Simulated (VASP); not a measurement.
A run of VASP 6.6.1 is set up as follows.

Contents of INCAR:

```
PREC     = Accurate       # precision mode
ENCUT    = 520            # plane-wave cutoff, eV
EDIFF    = 1E-6           # SCF threshold, eV
ISMEAR   = 0              # smearing method
SIGMA    = 0.1            # smearing width, eV
LREAL    = False          # projectors in reciprocal space
LASPH    = True           # aspherical terms in the spheres
NELM     = 100            # most SCF steps
ALGO     = Normal         # electronic algorithm
ISIF     = 2              # what is computed and relaxed
LWAVE    = False          # write WAVECAR
LCHARG   = True           # write CHGCAR
GGA      = PE             # functional
LELF     = True           # ELF
LVHAR    = True         
NBANDS   = 24             # bands
```

The input KPOINTS:

```
regular mesh
0
Gamma
  8 8 10
```

The input POSCAR:

```
Y2MgC2
1.0
    5.4988742776      0.0000000000      0.0000000000
    0.0000000000      5.4988742776      0.0000000000
    0.0000000000      0.0000000000      4.0012267119
Y Mg C
2 1 2
Direct
    0.5000000000      0.0000000000      0.0000000000
    0.0000000000      0.5000000000      0.0000000000
    0.0000000000      0.0000000000      0.0000000000
    0.5000000000      0.5000000000      0.3409981427
    0.5000000000      0.5000000000      0.6590018573
```

Potentials or basis: VASP PAW PBE potentials, release 64 (Y_sv, Mg, C).

The run is started by

```sh
$ cat potpaw_PBE.64/Y_sv/POTCAR potpaw_PBE.64/Mg/POTCAR potpaw_PBE.64/C/POTCAR > POTCAR
$ mpirun -np 1 vasp_std > vasp.out
```

Estimate the pressure.

0.0 GPa.

Estimate the largest force.

0.104 eV/Å.

Forces on the atoms (eV/Å):
```
Y    0.000  0.000  0.000
Y    0.000  0.000  0.000
Mg   0.000  0.000  0.000
C    0.000  0.000 -0.104
C    0.000  0.000  0.104
```
